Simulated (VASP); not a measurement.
# NaIr (CsCl type) (Pm-3m) in VASP: notebook

The runs below take NaIr (CsCl type) through relaxation of cell and atoms, single point, with PBE.

All numbers are computed with VASP 6.6.1; they aren't measurements. Logs are shortened: lines on timing, memory, paths and dates and some standing lists are left out, and cuts for length are marked.

## Step 1: The cell of the first run

The structure is cubic, space group Pm-3m (No. 221). Conventional cell: a = 3.231 Å, b = 3.231 Å, c = 3.231 Å, α = 90.00°, β = 90.00°, γ = 90.00°. Na (site symmetry m-3m) has 8 Ir at 2.80 Å and 6 Na at 3.23 Å within 3.7 Å. Within 3.7 Å of Ir (site symmetry m-3m) lie 8 Na at 2.80 Å and 6 Ir at 3.23 Å.

## Step 2: Relaxation of cell and atoms, PBE

Contents of INCAR:

```
SYSTEM = NaIr
PREC = Accurate
ENCUT = 600
EDIFF = 1E-7
ISMEAR = -1
SIGMA = 0.05
LREAL = .False.
LASPH = .True.
NELM = 100
ALGO = Normal
ISIF = 3
LWAVE = .False.
LCHARG = .False.
GGA = PE
IBRION = 2
NSW = 32
EDIFFG = -0.005
```

Contents of KPOINTS:

```
regular mesh
0
Gamma
  11 11 11
  0 0 0
```

Contents of POSCAR:

```
NaIr
1.0
    3.2312637440      0.0000000000      0.0000000000
    0.0000000000      3.2312637440      0.0000000000
    0.0000000000      0.0000000000      3.2312637440
Na Ir
1 1
Direct
    0.0000000000      0.0000000000      0.0000000000
    0.5000000000      0.5000000000      0.5000000000
```

Potentials or basis: VASP PAW PBE potentials, release 64 (Na_pv, Ir).

Launch:

```console
cat potpaw_PBE.64/Na_pv/POTCAR potpaw_PBE.64/Ir/POTCAR > POTCAR
mpirun -np 1 vasp_std > vasp.out
```

OUTCAR:

```text
SYSTEM = NaIr
   PREC = Accurate
   ENCUT = 600
   EDIFF = 1E-7
   ISMEAR = -1
   LREAL = .False.
   LASPH = .True.
   NELM = 100
   ISIF = 3
   GGA = PE
   IBRION = 2
   NSW = 32
   EDIFFG = -0.005

 ion  position               nearest neighbor table
   1  0.000  0.000  0.000-   2 2.80   2 2.80   2 2.80   2 2.80   2 2.80   2 2.80   2 2.80   2 2.80

   2  0.500  0.500  0.500-   1 2.80   1 2.80   1 2.80   1 2.80   1 2.80   1 2.80   1 2.80   1 2.80

  LATTYP: Found a simple cubic cell.
 ALAT       =     3.2312637440

  Lattice vectors:

 A1 = (   3.2312637440,   0.0000000000,   0.0000000000)
 A2 = (   0.0000000000,   3.2312637440,   0.0000000000)
 A3 = (   0.0000000000,   0.0000000000,   3.2312637440)

Analysis of symmetry for initial positions (statically):
=====================================================================
 Subroutine PRICEL returns:
 Original cell was already a primitive cell.

 Routine SETGRP: Setting up the symmetry group for a
 simple cubic supercell.

 Subroutine GETGRP returns: Found 48 space group operations
 (whereof 48 operations were pure point group operations)
 out of a pool of 48 trial point group operations.

The static configuration has the point symmetry O_h .

Analysis of symmetry for dynamics (positions and initial velocities):
=====================================================================
 Subroutine PRICEL returns:
 Original cell was already a primitive cell.

 Routine SETGRP: Setting up the symmetry group for a
 simple cubic supercell.

 Subroutine GETGRP returns: Found 48 space group operations
 (whereof 48 operations were pure point group operations)
 out of a pool of 48 trial point group operations.

The dynamic configuration has the point symmetry O_h .

 Subroutine INISYM returns: Found 48 space group operations
 (whereof 48 operations are pure point group operations),
 and found     1 'primitive' translations

----------------------------------------------------------------------------------------

                                     Primitive cell

  volume of cell :      33.7378

  direct lattice vectors                    reciprocal lattice vectors
     3.231263744  0.000000000  0.000000000     0.309476440  0.000000000  0.000000000
     0.000000000  3.231263744  0.000000000     0.000000000  0.309476440  0.000000000
     0.000000000  0.000000000  3.231263744     0.000000000  0.000000000  0.309476440

  length of vectors
     3.231263744  3.231263744  3.231263744     0.309476440  0.309476440  0.309476440

  position of ions in fractional coordinates (direct lattice)
     0.000000000  0.000000000  0.000000000
     0.500000000  0.500000000  0.500000000

  ion indices of the primitive-cell ions
   primitive index   ion index
                 1           1
                 2           2

----------------------------------------------------------------------------------------

 KPOINTS: regular mesh

Automatic generation of k-mesh.
 Grid dimensions read from file:
 generate k-points for:   11   11   11

 Generating k-lattice:

  Cartesian coordinates                     Fractional coordinates (reciprocal lattice)
     0.028134222  0.000000000  0.000000000     0.090909091  0.000000000  0.000000000
     0.000000000  0.028134222  0.000000000     0.000000000  0.090909091  0.000000000
     0.000000000  0.000000000  0.028134222     0.000000000  0.000000000  0.090909091

  Length of vectors
     0.028134222  0.028134222  0.028134222

  Shift w.r.t. Gamma in fractional coordinates (k-lattice)
[... 59 lines left out ...]
   ISYM   =      2    0-nonsym 1-usesym 2-fastsym
   POTIM  = 0.5000    time-step for ionic-motion
   TEBEG  =    0.0;   TEEND  =   0.0 temperature during run
   PSTRESS=    0.0 pullay stress
   NELECT =      16.0000    total number of electrons
   NUPDOWN=      -1.0000    fix difference up-down
   EMIN   =  10.00;   EMAX   =-10.00  energy-range for DOS
   EFERMI =   0.00;   METHOD = LEGACY
   ISMEAR =    -1;   SIGMA  =   0.05  broadening in eV -4-tet -1-fermi 0-gaus
   EFERMI_NEDOS =   21; number of points for ismear=-14 and -15
   IALGO  =     38    algorithm
   IMIX   =      4    mixing-type and parameters
     AMIX     =   0.40;   BMIX     =  1.00
     AMIX_MAG =   1.60;   BMIX_MAG =  1.00
  volume/ion in A,a.u.               =      16.87       113.84
  Fermi-wavevector in a.u.,A,eV,Ry     =   1.276661  2.412540 22.175653  1.629865
  Thomas-Fermi vector in A             =   2.409305
   LORBIT       =      0    0 simple, 1 ext, 2 COOP (PROOUT), +10 PAW based schemes
   GGA     = PE    functional components
   LHFCALC =     F    Hartree Fock is set to
   AEXX    =    0.0000 exact exchange contribution
   IVDW    =     0    specifies the selected vdW correction
   LEPSILON=     F    determine dielectric tensor
   LRPA    =     F    only Hartree local field effects (RPA)
 conjugate gradient relaxation of ions
 non-spin polarized calculation
  energy-cutoff  :      600.00
  volume of cell :       33.74
 maximum number of plane-waves:      1141
 NGX is ok and might be reduce to    28
   NGX = 13   NGY = 13   NGZ = 13

--------------------------------------- Ionic step        1  -------------------------------------------

 number of electron      16.0000000 magnetization

 Free energy of the ion-electron system (eV)
  ---------------------------------------------------
  ext. energy  EPLUGINS =         0.00000000
  ---------------------------------------------------
  free energy    TOTEN  =        -7.88463476 eV

  energy without entropy =       -7.85338267  energy(sigma->0) =       -7.86900871

------------------------ aborting loop because EDIFF is reached ----------------------------------------

  FORCE on cell =-STRESS in cart. coord.  units (eV):
  Direction    XX          YY          ZZ          XY          YZ          ZX
  --------------------------------------------------------------------------------------
  -------------------------------------------------------------------------------------
  Total        0.0357617      0.0357617      0.0357617      0.0000000      0.0000000      0.0000000
  in kB        1.6982878      1.6982878      1.6982878      0.0000000      0.0000000      0.0000000
  external PRESSURE =       1.6982878 kB  Pullay stress =       0.0000000 kB

 VOLUME and BASIS-vectors are now :
 -----------------------------------------------------------------------------
  energy-cutoff  :      600.00
  volume of cell :       33.74
      direct lattice vectors                 reciprocal lattice vectors
     3.231263744  0.000000000  0.000000000     0.309476440  0.000000000  0.000000000
     0.000000000  3.231263744  0.000000000     0.000000000  0.309476440  0.000000000
     0.000000000  0.000000000  3.231263744     0.000000000  0.000000000  0.309476440

 POSITION                                       TOTAL-FORCE (eV/Angst)
 -----------------------------------------------------------------------------------
      0.00000      0.00000      0.00000         0.000000      0.000000      0.000000
      1.61563      1.61563      1.61563         0.000000      0.000000      0.000000
 -----------------------------------------------------------------------------------
    total drift:                               -0.000000      0.000000      0.000000

  FREE ENERGIE OF THE ION-ELECTRON SYSTEM (eV)
  ---------------------------------------------------
  free  energy   TOTEN  =        -7.8846347601 eV

  energy  without entropy=       -7.8533826680  energy(sigma->0) =       -7.86900871

--------------------------------------- Ionic step        2  -------------------------------------------

 number of electron      15.9999999 magnetization

 Free energy of the ion-electron system (eV)
  ---------------------------------------------------
  ext. energy  EPLUGINS =         0.00000000
  ---------------------------------------------------
  free energy    TOTEN  =        -7.88467131 eV

  energy without entropy =       -7.85330978  energy(sigma->0) =       -7.86899054

 E-fermi :   3.8218     XC(G=0): -10.9828

 val. band max:        3.8198442942   @ k =   0.0909   0.0909   0.0000
 cond. band min:       3.8253186946   @ k =   0.0909   0.0909   0.0909
 fundamental gap:      0.0054744004
 Fermi energy:         3.8218392573

 k-point     1 :       0.0000    0.0000    0.0000
  band No.  band energies     occupation
      1     -18.2072      2.00000
      2     -18.2072      2.00000
      3     -18.2072      2.00000
      4      -1.9963      2.00000
      5       1.2735      2.00000
      6       1.2735      2.00000
      7       3.9878      0.06980
      8       3.9878      0.06980
      9       3.9878      0.06980
     10      13.5900      0.00000
     11      13.5900      0.00000
     12      13.5900      0.00000
[... 331 lines left out ...]
 k-point    24 :       0.2727    0.0909    0.0909
  band No.  band energies     occupation
      1     -18.2709      2.00000
      2     -18.2124      2.00000
      3     -18.2119      2.00000
      4      -0.5658      2.00000
      5       1.6260      2.00000
      6       2.1199      2.00000
      7       3.3419      1.99986
      8       3.3727      1.99975
      9       3.8812      0.46721
     10       9.2154      0.00000
     11      13.8237      0.00000
     12      13.9792      0.00000

 [... further k-points ...]

------------------------ aborting loop because EDIFF is reached ----------------------------------------

  FORCE on cell =-STRESS in cart. coord.  units (eV):
  Direction    XX          YY          ZZ          XY          YZ          ZX
  --------------------------------------------------------------------------------------
  -------------------------------------------------------------------------------------
  Total       -0.0069553     -0.0069553     -0.0069553      0.0000000      0.0000000     -0.0000000
  in kB       -0.3294457     -0.3294457     -0.3294457      0.0000000      0.0000000     -0.0000000
  external PRESSURE =      -0.3294457 kB  Pullay stress =       0.0000000 kB

 VOLUME and BASIS-vectors are now :
 -----------------------------------------------------------------------------
  energy-cutoff  :      600.00
  volume of cell :       33.83
      direct lattice vectors                 reciprocal lattice vectors
     3.234051094  0.000000000  0.000000000     0.309209710 -0.000000000  0.000000000
     0.000000000  3.234051094  0.000000000    -0.000000000  0.309209710 -0.000000000
    -0.000000000  0.000000000  3.234051094    -0.000000000 -0.000000000  0.309209710

 POSITION                                       TOTAL-FORCE (eV/Angst)
 -----------------------------------------------------------------------------------
      0.00000      0.00000      0.00000        -0.000000     -0.000000      0.000000
      1.61703      1.61703      1.61703         0.000000      0.000000      0.000000
 -----------------------------------------------------------------------------------
    total drift:                               -0.000000      0.000000      0.000000

  FREE ENERGIE OF THE ION-ELECTRON SYSTEM (eV)
  ---------------------------------------------------
  free  energy   TOTEN  =        -7.8846713057 eV

  energy  without entropy=       -7.8533097821  energy(sigma->0) =       -7.86899054

 reached required accuracy - stopping structural energy minimisation
```

Wall time 45 s (1 thread of Intel Xeon 8259CL, shared host); peak memory 0.18 GiB.

What came out:

```
Free energy                           : -7.8847 eV
Relaxed volume                        : 16.91 Å³/atom
Relaxed cell                          : a = 3.234 Å, b = 3.234 Å, c = 3.234 Å, α = 90.00°, β = 90.00°, γ = 90.00°
Space group after relaxing (to 0.1 Å) : Pm-3m (No. 221)
Energy gained by relaxing             : 0.0 meV/atom
Ionic steps                           : 2
Pressure after relaxing               : 0.0 GPa
Band gap on the k mesh                : zero (bands 8 and 9 overlap by 1.60 eV)
```

Final structure:
```
CELL_PARAMETERS angstrom
3.23405 0.00000 0.00000
0.00000 3.23405 0.00000
0.00000 0.00000 3.23405
ATOMIC_POSITIONS crystal
Na 0.00000 0.00000 0.00000
Ir 0.50000 0.50000 0.50000
```

Levels at points of the mesh, in eV from the Fermi level:
```tsv
k point	band 4	band 5	band 6	band 7	band 8	band 9	band 10	band 11	band 12
(0.00, 0.00, 0.00)	-5.82	-2.55	-2.55	0.17	0.17	0.17	9.77	9.77	9.77
```

Caveat: spin-orbit coupling is left out, which moves the levels of the heavy elements.

## Step 3: Single point, PBE, non-collinear spin, zero start, spin-orbit coupling

Contents of INCAR:

```
SYSTEM = NaIr
PREC     = Accurate       ! precision mode
ENCUT    = 520            ! plane-wave cutoff, eV
EDIFF    = 1E-6           ! SCF threshold, eV
ISMEAR   = -1             ! smearing method
SIGMA    = 0.05           ! smearing width, eV
LREAL    = .FALSE.        ! projectors in reciprocal space
LASPH    = .TRUE.         ! aspherical terms in the spheres
NELM     = 150            ! most SCF steps
ALGO     = Normal         ! electronic algorithm
ISIF     = 2              ! what is computed and relaxed
LWAVE    = .FALSE.        ! write WAVECAR
LCHARG   = .FALSE.        ! write CHGCAR
MAGMOM   = 0 0 0 0 0 0    ! initial moments
LORBIT   = 11             ! projections on sites
LSORBIT  = .TRUE.         ! spin-orbit coupling
GGA_COMPAT= .FALSE.      
LORBMOM  = .TRUE.       
LMAXMIX  = 4              ! l up to which the mixer works
GGA      = PE             ! functional
NBANDS   = 28             ! bands
```

Contents of KPOINTS:

```
Automatic mesh
0
G
  11 11 11
  0 0 0
```

POSCAR is that of step 2.

Potentials or basis: VASP PAW PBE potentials, release 64 (Na_pv, Ir).

Launch:

```console
cat potpaw_PBE.64/Na_pv/POTCAR potpaw_PBE.64/Ir/POTCAR > POTCAR
mpirun -np 1 vasp_ncl > vasp.out
```

Run time: 97 s. Hardware: 1 thread of Intel Xeon 8259CL, shared host; peak memory 0.25 GiB.

The run converged. Its results:

```
Free energy                                           : -8.3499 eV
Pressure                                              : 1.1 GPa
Net moment                                            : 0.00 μB per cell
Valence electrons inside the program's atomic spheres : Na 6.17; Ir 7.86
```

Moments on the atoms (μB; x, y, z):
```
Na  0.00 0.00 0.00
Ir  0.00 0.00 0.00
```

(Continued in part 2 of 2.)
